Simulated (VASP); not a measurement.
# GaP (F-43m) in VASP: notebook

Runs on GaP. Level: LDA. Tasks: vibrations by perturbation theory.

Program: VASP 6.6.1. These are calculated values, not measurements. Logs are shortened: lines on timing, memory, paths and dates and some standing lists are left out, and cuts for length are marked.

### Step 1. The cell of the first run

The structure is cubic, space group F-43m (No. 216). The conventional cell has a = 5.391 Å, b = 5.391 Å, c = 5.391 Å, α = 90.00°, β = 90.00°, γ = 90.00°. Within 3.1 Å of Ga (site symmetry -43m) lie 4 P at 2.33 Å. P (site symmetry -43m) has 4 Ga at 2.33 Å within 3.1 Å.

### Step 2. Vibrations by perturbation theory, LDA

Input file INCAR:

```
SYSTEM = GaP
PREC = Accurate
ENCUT = 520
EDIFF = 1E-8
ISMEAR = 0
SIGMA = 0.01
LREAL = .FALSE.
LASPH = .TRUE.
NELM = 80
ALGO = Normal
ISIF = 2
LWAVE = .FALSE.
LCHARG = .TRUE.
NBANDS = 16
IBRION = 8
NSW = 1
LEPSILON = .TRUE.
```

Input file KPOINTS:

```
regular mesh
0
G
  8 8 8
  0 0 0
```

Input file POSCAR:

```
GaP
1.0
    0.0000000000      2.6956501113      2.6956501113
    2.6956501113      0.0000000000      2.6956501113
    2.6956501113      2.6956501113      0.0000000000
Ga P
1 1
Direct
    0.0000000000      0.0000000000      0.0000000000
    0.7500000000      0.7500000000      0.7500000000
```

Potentials or basis: VASP PAW LDA potentials, release 64 (Ga_d, P).

Command:

```bash
$ cat potpaw_LDA.64/Ga_d/POTCAR potpaw_LDA.64/P/POTCAR > POTCAR
$ mpirun -np 1 vasp_std > vasp.out
```

OUTCAR:

```text
SYSTEM = GaP
   PREC = Accurate
   ENCUT = 520
   EDIFF = 1E-8
   ISMEAR = 0
   LREAL = .FALSE.
   LASPH = .TRUE.
   NELM = 80
   ISIF = 2
   IBRION = 8
   NSW = 1
   LEPSILON = .TRUE.

 ion  position               nearest neighbor table
   1  0.000  0.000  0.000-   2 2.33   2 2.33   2 2.33   2 2.33
   2  0.750  0.750  0.750-   1 2.33   1 2.33   1 2.33   1 2.33

  LATTYP: Found a face centered cubic cell.
 ALAT       =     5.3913002226

  Lattice vectors:

 A1 = (   0.0000000000,   2.6956501113,   2.6956501113)
 A2 = (   2.6956501113,   0.0000000000,   2.6956501113)
 A3 = (   2.6956501113,   2.6956501113,   0.0000000000)

Analysis of symmetry for initial positions (statically):
=====================================================================
 Subroutine PRICEL returns:
 Original cell was already a primitive cell.

 Routine SETGRP: Setting up the symmetry group for a
 face centered cubic supercell.

 Subroutine GETGRP returns: Found 24 space group operations
 (whereof 24 operations were pure point group operations)
 out of a pool of 48 trial point group operations.

The static configuration has the point symmetry T_d .

Analysis of symmetry for dynamics (positions and initial velocities):
=====================================================================
 Subroutine PRICEL returns:
 Original cell was already a primitive cell.

 Routine SETGRP: Setting up the symmetry group for a
 face centered cubic supercell.

 Subroutine GETGRP returns: Found 24 space group operations
 (whereof 24 operations were pure point group operations)
 out of a pool of 48 trial point group operations.

The dynamic configuration has the point symmetry T_d .

 Subroutine INISYM returns: Found 24 space group operations
 (whereof 24 operations are pure point group operations),
 and found     1 'primitive' translations

----------------------------------------------------------------------------------------

[... 688 lines left out ...]
 MACROSCOPIC STATIC DIELECTRIC TENSOR (including local field effects in DFT)
 ------------------------------------------------------
          11.461799    -0.000000     0.000000
          -0.000000    11.461799     0.000000
          -0.000000    -0.000000    11.461799
 ------------------------------------------------------

 PIEZOELECTRIC TENSOR (including local field effects)  for field in x, y, z        (e  Angst)
          XX          YY          ZZ          XY          YZ          ZX
  --------------------------------------------------------------------------------
  x     0.00000    -0.00000     0.00000     0.00000     1.93498     0.00000
  y    -0.00000    -0.00000     0.00000     0.00000    -0.00000     1.93498
  z    -0.00000    -0.00000    -0.00000     1.93498     0.00000     0.00000

 PIEZOELECTRIC TENSOR (including local field effects)  for field in x, y, z        (C/m^2)
          XX          YY          ZZ          XY          YZ          ZX
  --------------------------------------------------------------------------------
  x     0.00000    -0.00000     0.00000     0.00000     0.79135     0.00000
  y    -0.00000    -0.00000     0.00000     0.00000    -0.00000     0.79135
  z    -0.00000    -0.00000    -0.00000     0.79135     0.00000     0.00000

 BORN EFFECTIVE CHARGES (including local field effects) (in |e|, cummulative output)
 ---------------------------------------------------------------------------------
 ion    1
    1     2.12089     0.00000    -0.00000
    2     0.00000     2.12089     0.00000
    3    -0.00000     0.00000     2.12089
 ion    2
    1    -2.12089    -0.00000     0.00000
    2    -0.00000    -2.12089    -0.00000
    3     0.00000    -0.00000    -2.12089

 INTERNAL STRAIN TENSOR FOR ION    2 for displacements in x,y,z  (eV/Angst):
          X           Y           Z          XY          YZ          ZX
  --------------------------------------------------------------------------------
  x     0.00000     0.00000     0.00000     0.00000     7.75035     0.00000
  y    -0.00000     0.00000    -0.00000     0.00000     0.00000     7.75035
  z     0.00000     0.00000     0.00000     7.75035     0.00000     0.00000

 SECOND DERIVATIVES (NOT SYMMETRIZED)
 ------------------------------------
               1X          1Y          1Z          2X          2Y          2Z
  1X   -10.508411    0.000000    0.000000   10.508411    0.000000    0.000000
  1Y     0.000000  -10.508411    0.000000    0.000000   10.508411    0.000000
  1Z     0.000000    0.000000  -10.508411    0.000000    0.000000   10.508411
  2X    10.501600    0.000000    0.000000  -10.501600    0.000000    0.000000
  2Y     0.000000   10.501600    0.000000    0.000000  -10.501600    0.000000
  2Z     0.000000    0.000000   10.501600    0.000000    0.000000  -10.501600

 Eigenvectors and eigenvalues of the dynamical matrix
 ----------------------------------------------------

   1 f  =   10.940656 THz    68.742170 2PiTHz  364.941007 cm-1    45.246898 meV
             X         Y         Z           dx          dy          dz
      0.000000  0.000000  0.000000     0.000000    0.554738   -0.000000
      4.043475  4.043475  4.043475    -0.000000   -0.832025    0.000000
[... 21 lines left out ...]
   6 f/i=    0.001637 THz     0.010286 2PiTHz    0.054605 cm-1     0.006770 meV
             X         Y         Z           dx          dy          dz
      0.000000  0.000000  0.000000     0.815327   -0.141437   -0.086624
      4.043475  4.043475  4.043475     0.543605   -0.094301   -0.057755

--------------------------------------------------------------------------------------------------------

 MACROSCOPIC STATIC DIELECTRIC TENSOR IONIC CONTRIBUTION
 ------------------------------------------------------
           1.977820     0.000000    -0.000000
           0.000000     1.977820    -0.000000
          -0.000000    -0.000000     1.977820
 ------------------------------------------------------

 ELASTIC MODULI CONTR FROM IONIC RELAXATION (kBar)
 Direction    XX          YY          ZZ          XY          YZ          ZX
 --------------------------------------------------------------------------------
 XX          -0.0000      0.0000      0.0000     -0.0000      0.0000      0.0000
 YY           0.0000     -0.0000      0.0000     -0.0000     -0.0000     -0.0000
 ZZ           0.0000      0.0000     -0.0000      0.0000     -0.0000      0.0000
 XY          -0.0000     -0.0000      0.0000   -231.6131      0.0000      0.0000
 YZ           0.0000     -0.0000     -0.0000      0.0000   -231.6131      0.0000
 ZX           0.0000     -0.0000      0.0000      0.0000      0.0000   -231.6131
 --------------------------------------------------------------------------------

 PIEZOELECTRIC TENSOR IONIC CONTR  for field in x, y, z        (C/m^2)
          XX          YY          ZZ          XY          YZ          ZX
  --------------------------------------------------------------------------------
  x     0.00000    -0.00000    -0.00000     0.00000    -0.63686    -0.00000
  y     0.00000    -0.00000     0.00000     0.00000    -0.00000    -0.63686
  z    -0.00000    -0.00000     0.00000    -0.63686     0.00000     0.00000
```

OSZICAR:

```text
N       E                     dE             d eps       ncg     rms          rms(c)
DAV:   1     0.820501507173E+02    0.82050E+02   -0.91074E+03   960   0.163E+03
DAV:   2    -0.426276610951E+01   -0.86313E+02   -0.82220E+02  1040   0.321E+02
[... 197 lines left out ...]
RMM:   5    -0.476894613962E-01   -0.91262E-05   -0.28107E-05  6448   0.200E-02    0.672E-03
RMM:   6    -0.476725504783E-01    0.16911E-04   -0.27815E-06  6066   0.685E-03    0.410E-03
RMM:   7    -0.476713951629E-01    0.11553E-05    0.72417E-07  6351   0.264E-03    0.366E-04
RMM:   8    -0.476696735449E-01    0.17216E-05    0.79786E-08  6205   0.917E-04    0.145E-04
RMM:   9    -0.476694343823E-01    0.23916E-06    0.20901E-08  6469   0.281E-04    0.169E-05
RMM:  10    -0.476694546427E-01   -0.20260E-07   -0.42615E-09  6289   0.100E-04    0.357E-06
RMM:  11    -0.476694557312E-01   -0.10885E-08    0.27754E-10  6439   0.419E-05    0.194E-06
 Linear response finished
```

Run time: 3.5 min. Hardware: 1 thread of Intel Xeon 6975P-C (Granite Rapids), shared host; peak memory 0.27 GiB.

What came out:

| Quantity | Value |
| --- | --- |
| Electronic dielectric tensor (diagonal) | 11.46 |
| Born charges (mean of the diagonal) | Ga +2.12; P -2.12 e |
| Highest phonon frequency at Γ, LO-TO splitting left out | 365 cm⁻¹ |

Phonon frequencies in cm⁻¹ (negative: imaginary):
```
              q point        frequencies
(0.000, 0.000, 0.000)  0 0 0 365 365 365
```

Electronic dielectric tensor:
```
11.46  0.00  0.00
 0.00 11.46  0.00
 0.00  0.00 11.46
```

Born effective charge tensors (e):
atom 1, Ga
```
2.12 0.00 0.00
0.00 2.12 0.00
0.00 0.00 2.12
```
atom 2, P
```
-2.12  0.00  0.00
 0.00 -2.12  0.00
 0.00  0.00 -2.12
```

### Step 3. Vibrations by perturbation theory, LDA (phonons at volume x 1.02)

Input file INCAR:

```
PREC = Accurate ; ENCUT = 520
EDIFF = 1E-8 ; ISMEAR = 0
SIGMA = 0.01 ; LREAL = False
LASPH = True ; NELM = 80
ALGO = Normal ; ISIF = 2
LWAVE = False ; LCHARG = False
GGA = CA ; NBANDS = 16
IBRION = 8 ; NSW = 1
LEPSILON = True
```

Input file KPOINTS:

```
regular mesh
0
Gamma
  8 8 8
```

Input file POSCAR:

```
GaP
1.0
    0.0000000000      2.7135026191      2.7135026191
    2.7135026191      0.0000000000      2.7135026191
    2.7135026191      2.7135026191      0.0000000000
Ga P
1 1
Direct
    0.0000000000      0.0000000000      0.0000000000
    0.7500000000      0.7500000000      0.7500000000
```

Potentials or basis: VASP PAW LDA potentials, release 64 (Ga_d, P).

Command:

```bash
$ cat potpaw_LDA.64/Ga_d/POTCAR potpaw_LDA.64/P/POTCAR > POTCAR
$ mpirun -np 1 vasp_std > vasp.out
```

OUTCAR:

```text
PREC = Accurate
   ENCUT = 520
   EDIFF = 1E-8
   ISMEAR = 0
   LREAL = False
   LASPH = True
   NELM = 80
   ISIF = 2
   GGA = CA
   IBRION = 8
   NSW = 1
   LEPSILON = True

 ion  position               nearest neighbor table
   1  0.000  0.000  0.000-   2 2.35   2 2.35   2 2.35   2 2.35
   2  0.750  0.750  0.750-   1 2.35   1 2.35   1 2.35   1 2.35

  LATTYP: Found a face centered cubic cell.
 ALAT       =     5.4270052382

  Lattice vectors:

 A1 = (   0.0000000000,   2.7135026191,   2.7135026191)
 A2 = (   2.7135026191,   0.0000000000,   2.7135026191)
 A3 = (   2.7135026191,   2.7135026191,   0.0000000000)

Analysis of symmetry for initial positions (statically):
=====================================================================
 Subroutine PRICEL returns:
 Original cell was already a primitive cell.

 Routine SETGRP: Setting up the symmetry group for a
 face centered cubic supercell.

 Subroutine GETGRP returns: Found 24 space group operations
 (whereof 24 operations were pure point group operations)
 out of a pool of 48 trial point group operations.

The static configuration has the point symmetry T_d .

Analysis of symmetry for dynamics (positions and initial velocities):
=====================================================================
 Subroutine PRICEL returns:
 Original cell was already a primitive cell.

 Routine SETGRP: Setting up the symmetry group for a
 face centered cubic supercell.

 Subroutine GETGRP returns: Found 24 space group operations
[... 715 lines left out ...]
          XX          YY          ZZ          XY          YZ          ZX
  --------------------------------------------------------------------------------
  x     0.00000     0.00000    -0.00000     0.00000     0.80305     0.00000
  y    -0.00000     0.00000    -0.00000     0.00000     0.00000     0.80305
  z     0.00000     0.00000     0.00000     0.80305     0.00000     0.00000

 BORN EFFECTIVE CHARGES (including local field effects) (in |e|, cummulative output)
 ---------------------------------------------------------------------------------
 ion    1
    1     2.15600     0.00000     0.00000
    2    -0.00000     2.15600     0.00000
    3     0.00000     0.00000     2.15600
 ion    2
    1    -2.15600     0.00000     0.00000
    2     0.00000    -2.15600     0.00000
    3     0.00000    -0.00000    -2.15600

 INTERNAL STRAIN TENSOR FOR ION    2 for displacements in x,y,z  (eV/Angst):
          X           Y           Z          XY          YZ          ZX
  --------------------------------------------------------------------------------
  x     0.00000     0.00000     0.00000     0.00000     6.94527     0.00000
  y     0.00000     0.00000     0.00000     0.00000     0.00000     6.94527
  z     0.00000     0.00000     0.00000     6.94527     0.00000     0.00000

 SECOND DERIVATIVES (NOT SYMMETRIZED)
 ------------------------------------
               1X          1Y          1Z          2X          2Y          2Z
  1X    -9.968761    0.000000    0.000000    9.968761    0.000000    0.000000
  1Y     0.000000   -9.968761    0.000000    0.000000    9.968761    0.000000
  1Z     0.000000    0.000000   -9.968761    0.000000    0.000000    9.968761
  2X    10.004097    0.000000    0.000000  -10.004097    0.000000    0.000000
  2Y     0.000000   10.004097    0.000000    0.000000  -10.004097    0.000000
  2Z     0.000000    0.000000   10.004097    0.000000    0.000000  -10.004097

 Eigenvectors and eigenvalues of the dynamical matrix
 ----------------------------------------------------

   1 f  =   10.671497 THz    67.050995 2PiTHz  355.962834 cm-1    44.133747 meV
             X         Y         Z           dx          dy          dz
      0.000000  0.000000  0.000000     0.553934   -0.000000   -0.000000
      4.070254  4.070254  4.070254    -0.832560    0.000000   -0.000000
[... 21 lines left out ...]
   6 f/i=    0.008707 THz     0.054709 2PiTHz    0.290441 cm-1     0.036010 meV
             X         Y         Z           dx          dy          dz
      0.000000  0.000000  0.000000     0.791632   -0.257486    0.013310
      4.070254  4.070254  4.070254     0.526703   -0.171315    0.008855

--------------------------------------------------------------------------------------------------------

 MACROSCOPIC STATIC DIELECTRIC TENSOR IONIC CONTRIBUTION
 ------------------------------------------------------
           2.107804    -0.000000     0.000000
          -0.000000     2.107804     0.000000
           0.000000     0.000000     2.107804
 ------------------------------------------------------

 ELASTIC MODULI CONTR FROM IONIC RELAXATION (kBar)
 Direction    XX          YY          ZZ          XY          YZ          ZX
 --------------------------------------------------------------------------------
 XX          -0.0000      0.0000      0.0000     -0.0000      0.0000     -0.0000
 YY           0.0000     -0.0000      0.0000     -0.0000     -0.0000      0.0000
 ZZ           0.0000      0.0000     -0.0000      0.0000     -0.0000     -0.0000
 XY          -0.0000     -0.0000      0.0000   -191.6014      0.0000      0.0000
 YZ           0.0000     -0.0000     -0.0000      0.0000   -191.6014      0.0000
 ZX          -0.0000      0.0000     -0.0000      0.0000      0.0000   -191.6014
 --------------------------------------------------------------------------------

 PIEZOELECTRIC TENSOR IONIC CONTR  for field in x, y, z        (C/m^2)
          XX          YY          ZZ          XY          YZ          ZX
  --------------------------------------------------------------------------------
  x     0.00000    -0.00000    -0.00000     0.00000    -0.59798     0.00000
  y    -0.00000     0.00000    -0.00000     0.00000     0.00000    -0.59798
  z    -0.00000    -0.00000     0.00000    -0.59798     0.00000    -0.00000
```

stdout:

```text
POSCAR found type information on POSCAR GaP
 POSCAR found :  2 types and       2 ions
 scaLAPACK will be used
 LDA part: xc-table for (Slater(with rela. corr.)+CA(PZ))
 , standard interpolation
 POSCAR, INCAR and KPOINTS ok, starting setup
 FFT: planning ... GRIDC
 FFT: planning ... GRID_SOFT
 FFT: planning ... GRID
[... 24 lines left out ...]
 Linear response to external field, progress :
  Direction:   3
 dielectric tensor                  component  3 :     2.895     2.501    11.714
 Linear response DOF=           2
 Linear response progress:
 first order change of Fermi-energy   0.27183E-01
 force on displaced ion       1 direction 1 :  -9.969   0.000   0.000
 Born effective charge ion    1 direction 1 :   2.081   0.000   0.000
 Linear response progress:
 first order change of Fermi-energy  -0.27057E-01
 force on displaced ion       2 direction 1 : -10.004   0.000   0.000
 Born effective charge ion    2 direction 1 :  -2.225   0.000   0.000
 Born effective charges drift removed
 Linear response finished
```

Run time: 4.6 min. Hardware: 1 thread of Intel Xeon 6975P-C (Granite Rapids), shared host; peak memory 0.28 GiB.

What came out:

* Electronic dielectric tensor (diagonal): 11.71
* Born charges (mean of the diagonal): Ga +2.16; P -2.16 e
* Highest phonon frequency at Γ, LO-TO splitting left out: 356 cm⁻¹

Phonon frequencies in cm⁻¹ (negative: imaginary):
```csv
q point,frequencies
"(0.000, 0.000, 0.000)",0 0 0 356 356 356
```

Electronic dielectric tensor:
```
11.71  0.00  0.00
 0.00 11.71  0.00
 0.00  0.00 11.71
```

Born effective charge tensors (e):
atom 1, Ga
```
2.16 0.00 0.00
0.00 2.16 0.00
0.00 0.00 2.16
```
atom 2, P
```
-2.16  0.00  0.00
 0.00 -2.16  0.00
 0.00  0.00 -2.16
```

Caveat: the cell differs from its parent crystal (phonons at volume x 1.02); the cell wasn't relaxed at this level first, which shifts response properties.

(Part 1 of 2 ends here.)
